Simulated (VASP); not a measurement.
## SrO: relaxation of cell and atoms with PBEsol

Crystal: SrO.

```
Sr O
1.0
     4.29013    0.00000    0.00000
    -2.14506    3.71536    0.00000
     0.00000    0.00000    5.18471
Sr O
2 2
Cartesian
  0.0000 2.4769 -0.3240
  2.1451 1.2385 2.2683
  0.0000 2.4769 2.2683
  2.1451 1.2385 4.8607
```

| Property | Result |
| --- | --- |
| Program | VASP 6.6.1 |
| Task | relaxation of cell and atoms |
| Functional | PBEsol |
| Potentials or basis | VASP PAW PBE potentials, release 64 (Sr_sv, O) |
| Cutoff | 600 eV |
| k mesh | 6 × 6 × 4 |
| Occupations | fermi-dirac, width 0.02 eV |
| Spin | no spin polarisation |
| Dipole correction | no |
| Further INCAR settings | ALGO = Normal; EDIFF = 1e-07; IBRION = 2; EDIFFG = -0.005; NSW = 80; ISIF = 3 |

```
Relaxed volume                         : 19.97 Å³/atom
Relaxed cell                           : a = 4.245 Å, b = 4.245 Å, c = 5.119 Å, α = 90.00°, β = 90.00°, γ = 120.00°
Space group after relaxing (to 0.05 Å) : P6_3/mmc (No. 194)
Energy gained by relaxing              : 5.4 meV/atom
Ionic steps                            : 3
Pressure after relaxing                : 0.0 GPa
Band gap on the k mesh                 : 2.57 eV, direct
```

The path:
| step | energy change (eV) | largest force (eV/Å) | pressure (GPa) | volume (Å³) |
| --- | --- | --- | --- | --- |
| 1 | 0.0000 | 0.0000 | -2.40 | 82.64 |
| 2 | -0.0192 | 0.0000 | 0.86 | 79.00 |
| 3 | -0.0216 | 0.0000 | 0.00 | 79.87 |

Final structure:
```yaml
crystal:
  lattice:
    - [4.24459, 0.00000, 0.00000]
    - [-2.12230, 3.67593, 0.00000]
    - [0.00000, 0.00000, 5.11887]
  atoms:
    - { symbol: Sr, position: [0.33333, 0.66667, 0.93750] }
    - { symbol: Sr, position: [0.66667, 0.33333, 0.43750] }
    - { symbol: O, position: [0.33333, 0.66667, 0.43750] }
    - { symbol: O, position: [0.66667, 0.33333, 0.93750] }
```

Levels at points of the mesh, in eV from the valence-band top:
| k point | band 12 | band 13 | band 14 | band 15 | band 16 | band 17 | band 18 | band 19 | band 20 |
| --- | --- | --- | --- | --- | --- | --- | --- | --- | --- |
| (0.00, 0.00, 0.00) | -1.10 | -0.92 | -0.92 | -0.30 | 0.00 | 2.57 | 6.10 | 6.10 | 7.19 |
| (0.50, 0.00, 0.00) | -0.89 | -0.36 | -0.35 | -0.35 | -0.28 | 4.24 | 4.77 | 5.01 | 7.21 |
| (0.00, 0.00, 0.50) | -1.30 | -1.13 | -1.13 | -1.13 | -1.13 | 4.29 | 4.29 | 7.92 | 7.92 |
| (0.50, 0.00, 0.50) | -1.70 | -0.94 | -0.94 | -0.44 | -0.44 | 4.88 | 4.88 | 7.42 | 7.42 |

Wall time 60 s on 1 thread of Intel(R) Xeon(R) 6975P-C (Granite Rapids) (shared host), peak memory 0.25 GiB.

Caveat: the PAW data sets were made with another functional, which shifts forces and pressure a little. PBEsol gaps usually lie below the measured ones, often by a third to a half.
